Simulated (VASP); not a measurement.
Write the native input for VASP 6.6.1 that does the following.

| Property | Result |
| --- | --- |
| Task | single point |
| Functional | LDA |
| Potentials or basis | VASP PAW LDA potentials, release 64 (Cd, Te) |
| Cutoff | 520 eV |
| k mesh | 10 × 10 × 10 |
| Occupations | gaussian, width 0.02 eV |
| Spin | no spin polarisation |
| Dipole correction | no |
| Further INCAR settings | ALGO = Normal; EDIFF = 1e-06; NBANDS = 16 |

The structure of CdTe (zinc blende) lies in POSCAR:

```
CdTe
1.0
    0.0000000000      3.3241932403      3.3241932403
    3.3241932403      0.0000000000      3.3241932403
    3.3241932403      3.3241932403      0.0000000000
Cd Te
1 1
Direct
    0.0000000000      0.0000000000      0.0000000000
    0.2500000000      0.2500000000      0.2500000000
```

This cell differs from its parent crystal: volume scaled by 1.08.

These files were run (other wordings do the same):

INCAR

```
SYSTEM = CdTe
  PREC = Accurate
  ENCUT = 520
  EDIFF = 1E-6
  ISMEAR = 0
  SIGMA = 0.02
  LREAL = .False.
  LASPH = .True.
  NELM = 100
  ALGO = Normal
  ISIF = 2
  LWAVE = .False.
  LCHARG = .False.
  NBANDS = 16
```

KPOINTS

```
Automatic mesh
0
Gamma
  10 10 10
  0 0 0
```

Potentials or basis: VASP PAW LDA potentials, release 64 (Cd, Te).

The run is started by

```bash
$ cat potpaw_LDA.64/Cd/POTCAR potpaw_LDA.64/Te/POTCAR > POTCAR
$ mpirun -np 1 vasp_std > vasp.out
```

Results of the run:

- Pressure: -3.7 GPa
- Band gap on the k mesh: 0.33 eV, direct

Caveat: spin-orbit coupling is left out, which moves the levels of the heavy elements.

Wall time 34 s on 1 thread of Intel(R) Xeon(R) Platinum 8488C (Sapphire Rapids) (shared host), peak memory 0.2 GiB.
